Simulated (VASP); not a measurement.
Set up this calculation in VASP 6.6.1, as the native input.

- Task: single point
- Functional: PBE
- Potentials or basis: VASP PAW PBE potentials, release 64 (Si, Sb, Te)
- Cutoff: 520 eV
- k mesh: 4 × 4 × 4
- Occupations: gaussian, width 0.1 eV
- Spin: no spin polarisation
- Dipole correction: no
- Further INCAR settings: ALGO = Normal; EDIFF = 1e-06; NBANDS = 18

The structure of SiSbTe2 lies in POSCAR:

```
SiSbTe2
1.0
    4.0364628000      0.0000000000      0.0000000000
    0.0000000000      4.0364628000      0.0000000000
    0.0000000000      0.0000000000      5.6852458800
Si Sb Te
1 1 2
Direct
    0.0000000000      0.0000000000      0.0000000000
    0.5000000000      0.5000000000      0.5000000000
    0.5000000000      0.0000000000      0.7382648000
    0.0000000000      0.5000000000      0.2617352000
```

One way to write it, as run:

INCAR

```
SYSTEM = SiSbTe2
PREC     = Accurate       ! precision mode
ENCUT    = 520            ! plane-wave cutoff, eV
EDIFF    = 1E-6           ! SCF threshold, eV
ISMEAR   = 0              ! smearing method
SIGMA    = 0.1            ! smearing width, eV
LREAL    = .False.        ! projectors in reciprocal space
LASPH    = .True.         ! aspherical terms in the spheres
NELM     = 60             ! most SCF steps
ALGO     = Normal         ! electronic algorithm
ISIF     = 2              ! what is computed and relaxed
LWAVE    = .False.        ! write WAVECAR
LCHARG   = .False.        ! write CHGCAR
GGA      = PE             ! functional
NBANDS   = 18             ! bands
```

KPOINTS

```
Automatic mesh
0
Gamma
  4 4 4
  0 0 0
```

Potentials or basis: VASP PAW PBE potentials, release 64 (Si, Sb, Te).

Launch:

```console
$ cat potpaw_PBE.64/Si/POTCAR potpaw_PBE.64/Sb/POTCAR potpaw_PBE.64/Te/POTCAR > POTCAR
$ mpirun -np 1 vasp_std > vasp.out
```

Results of the run:

The pressure is 53.2 GPa. The largest force is 5.970 eV/Å.

Caveat: the k points lie up to 0.39 Å⁻¹ apart; forces of over 1 eV/Å act on the atoms, so gaps and moduli don't describe the material at rest.

It took 13 s on 1 thread of Intel(R) Xeon(R) 6975P-C (Granite Rapids), with other jobs on the host, peak memory 0.2 GiB.
